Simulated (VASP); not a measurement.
# BeTe (F-43m) in VASP: notebook

The runs below take BeTe through vibrations by perturbation theory, with LDA.

All numbers are computed with VASP 6.6.1; they aren't measurements. Logs are shortened: lines on timing, memory, paths and dates and some standing lists are left out, and cuts for length are marked.

### Step 1. The cell of the first run

The structure is cubic, space group F-43m (No. 216). Conventional cell: a = 5.554 Å, b = 5.554 Å, c = 5.554 Å, α = 90.00°, β = 90.00°, γ = 90.00°. Within 3.2 Å of Be (site symmetry -43m) lie 4 Te at 2.41 Å. Within 3.2 Å of Te (site symmetry -43m) lie 4 Be at 2.41 Å.

### Step 2. Vibrations by perturbation theory, LDA

INCAR

```
SYSTEM = BeTe
PREC = Accurate ; ENCUT = 520
EDIFF = 1E-8 ; ISMEAR = 0
SIGMA = 0.01 ; LREAL = .False.
LASPH = .True. ; NELM = 100
ALGO = Normal ; ISIF = 2
LWAVE = .False. ; LCHARG = .True.
NBANDS = 11 ; IBRION = 8
NSW = 1
```

KPOINTS

```
regular mesh
0
Gamma
  8 8 8
  0 0 0
```

POSCAR

```
BeTe
1.0
    2.7772249638      2.7772249638      0.0000000000
   -2.7772249638      2.7772249638      0.0000000000
    0.0000000000      2.7772249638      2.7772249638
Be Te
1 1
Direct
    0.0000000000      0.0000000000      0.0000000000
    0.7500000000      0.2500000000      0.5000000000
```

Potentials or basis: VASP PAW LDA potentials, release 64 (Be, Te).

On the command line:

```bash
cat potpaw_LDA.64/Be/POTCAR potpaw_LDA.64/Te/POTCAR > POTCAR
mpirun -np 1 vasp_std > vasp.out
```

OUTCAR:

```text
SYSTEM = BeTe
   PREC = Accurate
   ENCUT = 520
   EDIFF = 1E-8
   ISMEAR = 0
   LREAL = .False.
   LASPH = .True.
   NELM = 100
   ISIF = 2
   IBRION = 8
   NSW = 1

 ion  position               nearest neighbor table
   1  0.000  0.000  0.000-   2 2.41   2 2.41   2 2.41   2 2.41
   2  0.750  0.250  0.500-   1 2.41   1 2.41   1 2.41   1 2.41

  LATTYP: Found a face centered cubic cell.
 ALAT       =     5.5544499276

  Lattice vectors:

 A1 = (   0.0000000000,   2.7772249638,   2.7772249638)
 A2 = (   2.7772249638,   0.0000000000,   2.7772249638)
 A3 = (   2.7772249638,   2.7772249638,   0.0000000000)

Analysis of symmetry for initial positions (statically):
=====================================================================
 Subroutine PRICEL returns:
 Original cell was already a primitive cell.

 Routine SETGRP: Setting up the symmetry group for a
 face centered cubic supercell.

 Subroutine GETGRP returns: Found 24 space group operations
 (whereof 24 operations were pure point group operations)
 out of a pool of 48 trial point group operations.

The static configuration has the point symmetry T_d .

Analysis of symmetry for dynamics (positions and initial velocities):
=====================================================================
 Subroutine PRICEL returns:
 Original cell was already a primitive cell.

 Routine SETGRP: Setting up the symmetry group for a
 face centered cubic supercell.

 Subroutine GETGRP returns: Found 24 space group operations
 (whereof 24 operations were pure point group operations)
 out of a pool of 48 trial point group operations.

The dynamic configuration has the point symmetry T_d .

 Subroutine INISYM returns: Found 24 space group operations
 (whereof 24 operations are pure point group operations),
 and found     1 'primitive' translations

----------------------------------------------------------------------------------------

                                     Primitive cell

  volume of cell :      42.8414

  direct lattice vectors                    reciprocal lattice vectors
     2.777224964  2.777224964  0.000000000     0.180035829  0.180035829 -0.180035829
    -2.777224964  2.777224964  0.000000000    -0.180035829  0.180035829 -0.180035829
     0.000000000  2.777224964  2.777224964     0.000000000  0.000000000  0.360071659

  length of vectors
     3.927589210  3.927589210  3.927589210     0.311831204  0.311831204  0.360071659

  position of ions in fractional coordinates (direct lattice)
     0.000000000  0.000000000  0.000000000
     0.750000000  0.250000000  0.500000000

  ion indices of the primitive-cell ions
   primitive index   ion index
                 1           1
                 2           2

----------------------------------------------------------------------------------------

 KPOINTS: regular mesh

Automatic generation of k-mesh.
 Grid dimensions read from file:
 generate k-points for:    8    8    8

 Generating k-lattice:

  Cartesian coordinates                     Fractional coordinates (reciprocal lattice)
     0.022504479  0.022504479 -0.022504479     0.125000000  0.000000000  0.000000000
    -0.022504479  0.022504479 -0.022504479     0.000000000  0.125000000  0.000000000
     0.000000000  0.000000000  0.045008957     0.000000000  0.000000000  0.125000000

  Length of vectors
     0.038978900  0.038978900  0.045008957

  Shift w.r.t. Gamma in fractional coordinates (k-lattice)
     0.000000000  0.000000000  0.000000000
[... 76 lines left out ...]
   GGA     = CA    functional components
   LHFCALC =     F    Hartree Fock is set to
   AEXX    =    0.0000 exact exchange contribution
   IVDW    =     0    specifies the selected vdW correction
   LEPSILON=     F    determine dielectric tensor
   LRPA    =     F    only Hartree local field effects (RPA)
 non-spin polarized calculation
 Gauss-broadening in eV      SIGMA  =   0.01
  energy-cutoff  :      520.00
  volume of cell :       42.84
 maximum number of plane-waves:      1174
 NGX is ok and might be reduce to    30
   NGX = 15   NGY = 15   NGZ = 15

--------------------------------------- Ionic step        1  -------------------------------------------

 number of electron       7.9999999 magnetization

 Free energy of the ion-electron system (eV)
  ---------------------------------------------------
  ext. energy  EPLUGINS =         0.00000000
  ---------------------------------------------------
  free energy    TOTEN  =        -8.72649153 eV

  energy without entropy =       -8.72649153  energy(sigma->0) =       -8.72649153

 E-fermi :   5.5289     XC(G=0):  -9.4314

 val. band max:        5.4193680134   @ k =   0.0000   0.0000   0.0000
 cond. band min:       7.1892633024   @ k =   0.5000   0.5000   0.0000
 fundamental gap:      1.7698952890
 Fermi energy:         5.5288693562

 k-point     1 :       0.0000    0.0000    0.0000
  band No.  band energies     occupation
      1      -7.1784      2.00000
      2       5.4194      2.00000
      3       5.4194      2.00000
      4       5.4194      2.00000
      5       8.9686      0.00000
      6       8.9686      0.00000
      7       8.9686      0.00000
      8       9.4511      0.00000
      9      13.6615      0.00000
     10      15.7431      0.00000
     11      15.7431      0.00000
[... 309 lines left out ...]
 k-point    24 :       0.5000    0.2500    0.1250
  band No.  band energies     occupation
      1      -5.4838      2.00000
      2       0.0675      2.00000
      3       2.3784      2.00000
      4       3.3886      2.00000
      5       9.5393      0.00000
      6       9.8221      0.00000
      7      12.1669      0.00000
      8      13.2254      0.00000
      9      13.8948      0.00000
     10      16.9959      0.00000
     11      17.3537      0.00000

 [... further k-points ...]
[... 5 lines left out ...]
  --------------------------------------------------------------------------------------
  -------------------------------------------------------------------------------------
  Total        0.0736174      0.0736174      0.0736174      0.0000000      0.0000000      0.0000000
  in kB        2.7531382      2.7531382      2.7531382      0.0000000      0.0000000      0.0000000
  external PRESSURE =       2.7531382 kB  Pullay stress =       0.0000000 kB

 VOLUME and BASIS-vectors are now :
 -----------------------------------------------------------------------------
  energy-cutoff  :      520.00
  volume of cell :       42.84
      direct lattice vectors                 reciprocal lattice vectors
     2.777224964  2.777224964  0.000000000     0.180035829  0.180035829 -0.180035829
    -2.777224964  2.777224964  0.000000000    -0.180035829  0.180035829 -0.180035829
     0.000000000  2.777224964  2.777224964     0.000000000  0.000000000  0.360071659

 POSITION                                       TOTAL-FORCE (eV/Angst)
 -----------------------------------------------------------------------------------
      0.00000      0.00000      0.00000        -0.000000      0.000000      0.000000
      1.38861      4.16584      1.38861         0.000000     -0.000000      0.000000
 -----------------------------------------------------------------------------------
    total drift:                               -0.000000      0.000000      0.000000

  FREE ENERGIE OF THE ION-ELECTRON SYSTEM (eV)
  ---------------------------------------------------
  free  energy   TOTEN  =        -8.7264915306 eV

  energy  without entropy=       -8.7264915306  energy(sigma->0) =       -8.72649153

[... ionic steps 2 to 3 ...]

--------------------------------------- Ionic step        4  -------------------------------------------

------------------------ aborting loop because EDIFF is reached ----------------------------------------

[... ionic steps 5 to 6 ...]

--------------------------------------- Ionic step        7  -------------------------------------------

 Free energy of the ion-electron system (eV)
  ---------------------------------------------------
  ---------------------------------------------------
  free energy    TOTEN  =        -0.04562949 eV

  energy without entropy =       -0.04562949

------------------------ aborting loop because EDIFF is reached ----------------------------------------

 INTERNAL STRAIN TENSOR  FOR ION    2  DIRECTION 1   (eV/Angst):
 -----------------------------------------------------------------------------
     0.01118  0.00000  0.00000
     0.00000 -0.01428  5.06547
     0.00000  5.06547 -0.01428

 INTERNAL STRAIN TENSOR FOR ION    2 for displacements in x,y,z  (eV/Angst):
          X           Y           Z          XY          YZ          ZX
  --------------------------------------------------------------------------------
  x     0.00000    -0.00000    -0.00000     0.00000     5.06547    -0.00000
  y    -0.00000    -0.00000    -0.00000    -0.00000     0.00000     5.06547
  z    -0.00000    -0.00000     0.00000     5.06547    -0.00000     0.00000

 SECOND DERIVATIVES (NOT SYMMETRIZED)
 ------------------------------------
               1X          1Y          1Z          2X          2Y          2Z
  1X    -7.254153    0.000000   -0.000000    7.254153   -0.000000    0.000000
  1Y    -0.000000   -7.254153    0.000000    0.000000    7.254153   -0.000000
  1Z    -0.000000    0.000000   -7.254153    0.000000   -0.000000    7.254153
  2X     7.251175    0.000000    0.000000   -7.251175    0.000000    0.000000
  2Y     0.000000    7.251175    0.000000    0.000000   -7.251175    0.000000
  2Z     0.000000    0.000000    7.251175    0.000000    0.000000   -7.251175

 Eigenvectors and eigenvalues of the dynamical matrix
 ----------------------------------------------------

   1 f  =   14.511897 THz    91.180936 2PiTHz  484.064770 cm-1    60.016355 meV
             X         Y         Z           dx          dy          dz
      0.000000  0.000000  0.000000     0.000000    0.966463    0.000000
      1.388612  4.165837  1.388612    -0.000000   -0.256806    0.000000
[... 21 lines left out ...]
   6 f/i=    0.000739 THz     0.004645 2PiTHz    0.024659 cm-1     0.003057 meV
             X         Y         Z           dx          dy          dz
      0.000000  0.000000  0.000000    -0.000000    0.000000   -0.256806
      1.388612  4.165837  1.388612     0.000000    0.000000   -0.966463

--------------------------------------------------------------------------------------------------------

 ELASTIC MODULI CONTR FROM IONIC RELAXATION (kBar)
 Direction    XX          YY          ZZ          XY          YZ          ZX
 --------------------------------------------------------------------------------
 XX          -0.0000     -0.0000     -0.0000      0.0000     -0.0000      0.0000
 YY          -0.0000     -0.0000     -0.0000      0.0000      0.0000      0.0000
 ZZ          -0.0000     -0.0000     -0.0000     -0.0000      0.0000      0.0000
 XY           0.0000      0.0000     -0.0000   -138.1614     -0.0000     -0.0000
 YZ          -0.0000      0.0000      0.0000     -0.0000   -138.1614     -0.0000
 ZX           0.0000      0.0000      0.0000     -0.0000     -0.0000   -138.1614
 --------------------------------------------------------------------------------
```

Run time: 67 s. Hardware: 1 thread of Intel Xeon 6975P-C, shared host; peak memory 0.25 GiB.

What came out:

| Property | Result |
| --- | --- |
| Highest phonon frequency at Γ, LO-TO splitting left out | 484 cm⁻¹ |

Phonon frequencies in cm⁻¹ (negative: imaginary):
```
              q point        frequencies
(0.000, 0.000, 0.000)  0 0 0 484 484 484
```

Caveat: spin-orbit coupling is left out, which moves the levels of the heavy elements.

### Step 3. Vibrations by perturbation theory, LDA

This run uses another cell than the first one, of 22.16 Å³/atom, 1.035 times its volume.

INCAR

```
SYSTEM = BeTe
PREC     = Accurate       ! precision mode
ENCUT    = 520            ! plane-wave cutoff, eV
EDIFF    = 1E-8           ! SCF threshold, eV
ISMEAR   = 0              ! smearing method
SIGMA    = 0.01           ! smearing width, eV
LREAL    = .FALSE.        ! projectors in reciprocal space
LASPH    = .TRUE.         ! aspherical terms in the spheres
NELM     = 80             ! most SCF steps
ALGO     = Normal         ! electronic algorithm
ISIF     = 2              ! what is computed and relaxed
LWAVE    = .FALSE.        ! write WAVECAR
LCHARG   = .FALSE.        ! write CHGCAR
NBANDS   = 11             ! bands
IBRION   = 8              ! ionic algorithm
NSW      = 1              ! ionic steps
```

KPOINTS

```
regular mesh
0
G
  8 8 8
  0 0 0
```

POSCAR

```
BeTe
1.0
    2.8088821884      2.8088821884      0.0000000000
   -2.8088821884      2.8088821884      0.0000000000
    0.0000000000      2.8088821884      2.8088821884
Be Te
1 1
Direct
    0.0000000000      0.0000000000      0.0000000000
    0.7500000000      0.2500000000      0.5000000000
```

Potentials or basis: VASP PAW LDA potentials, release 64 (Be, Te).

On the command line:

```bash
cat potpaw_LDA.64/Be/POTCAR potpaw_LDA.64/Te/POTCAR > POTCAR
mpirun -np 1 vasp_std > vasp.out
```

OUTCAR:

```text
SYSTEM = BeTe
   PREC = Accurate
   ENCUT = 520
   EDIFF = 1E-8
   ISMEAR = 0
   LREAL = .FALSE.
   LASPH = .TRUE.
   NELM = 80
   ISIF = 2
   IBRION = 8
   NSW = 1

 ion  position               nearest neighbor table
   1  0.000  0.000  0.000-   2 2.43   2 2.43   2 2.43   2 2.43
   2  0.750  0.250  0.500-   1 2.43   1 2.43   1 2.43   1 2.43

  LATTYP: Found a face centered cubic cell.
 ALAT       =     5.6177643768

  Lattice vectors:

[... 591 lines left out ...]
 ------------------------------------
               1X          1Y          1Z          2X          2Y          2Z
  1X    -6.607157   -0.000000    0.000000    6.607157    0.000000   -0.000000
  1Y     0.000000   -6.607157   -0.000000   -0.000000    6.607157    0.000000
  1Z     0.000000   -0.000000   -6.607157   -0.000000    0.000000    6.607157
  2X     6.607683   -0.000000    0.000000   -6.607683    0.000000   -0.000000
  2Y     0.000000    6.607683   -0.000000   -0.000000   -6.607683    0.000000
  2Z     0.000000   -0.000000    6.607683   -0.000000    0.000000   -6.607683

 Eigenvectors and eigenvalues of the dynamical matrix
 ----------------------------------------------------

   1 f  =   13.849854 THz    87.021196 2PiTHz  461.981387 cm-1    57.278366 meV
             X         Y         Z           dx          dy          dz
      0.000000  0.000000  0.000000    -0.966447    0.000000    0.000000
      1.404441  4.213323  1.404441     0.256865   -0.000000    0.000000
[... 21 lines left out ...]
   6 f/i=    0.000137 THz     0.000859 2PiTHz    0.004563 cm-1     0.000566 meV
             X         Y         Z           dx          dy          dz
      0.000000  0.000000  0.000000     0.000000   -0.212676   -0.144043
      1.404441  4.213323  1.404441     0.000000   -0.800190   -0.541957

--------------------------------------------------------------------------------------------------------

 ELASTIC MODULI CONTR FROM IONIC RELAXATION (kBar)
 Direction    XX          YY          ZZ          XY          YZ          ZX
 --------------------------------------------------------------------------------
 XX          -0.0000     -0.0000      0.0000      0.0000     -0.0000      0.0000
 YY          -0.0000     -0.0000     -0.0000      0.0000      0.0000      0.0000
 ZZ           0.0000     -0.0000     -0.0000     -0.0000      0.0000      0.0000
 XY           0.0000      0.0000     -0.0000    -97.7657     -0.0000     -0.0000
 YZ          -0.0000      0.0000      0.0000     -0.0000    -97.7657     -0.0000
 ZX           0.0000      0.0000      0.0000     -0.0000     -0.0000    -97.7657
 --------------------------------------------------------------------------------
```

stdout:

```text
POSCAR found type information on POSCAR BeTe
 POSCAR found :  2 types and       2 ions
 scaLAPACK will be used
 LDA part: xc-table for (Slater(with rela. corr.)+CA(PZ))
 , standard interpolation
 POSCAR, INCAR and KPOINTS ok, starting setup
 FFT: planning ... GRIDC
 FFT: planning ... GRID_SOFT
 FFT: planning ... GRID
 WAVECAR not read
 entering main loop
 Linear response reoptimize wavefunctions to high precision
 Linear response DOF=           2
 Linear response progress:
 first order change of Fermi-energy   0.29834E+00
 force on displaced ion       1 direction 1 :  -6.607   0.000  -0.000
 Linear response progress:
 first order change of Fermi-energy  -0.29888E+00
 force on displaced ion       2 direction 1 :  -6.608   0.000   0.000
 Linear response finished
```

Wall time 1.8 min (1 thread of Intel Xeon 6975P-C, shared host); peak memory 0.26 GiB.

Results:

```
Highest phonon frequency at Γ, LO-TO splitting left out : 462 cm⁻¹
```

Phonon frequencies in cm⁻¹ (negative: imaginary):
```csv
q point,frequencies
"(0.000, 0.000, 0.000)",0 0 0 462 462 462
```

Caveat: the cell wasn't relaxed at this level first, which shifts response properties; spin-orbit coupling is left out, which moves the levels of the heavy elements.
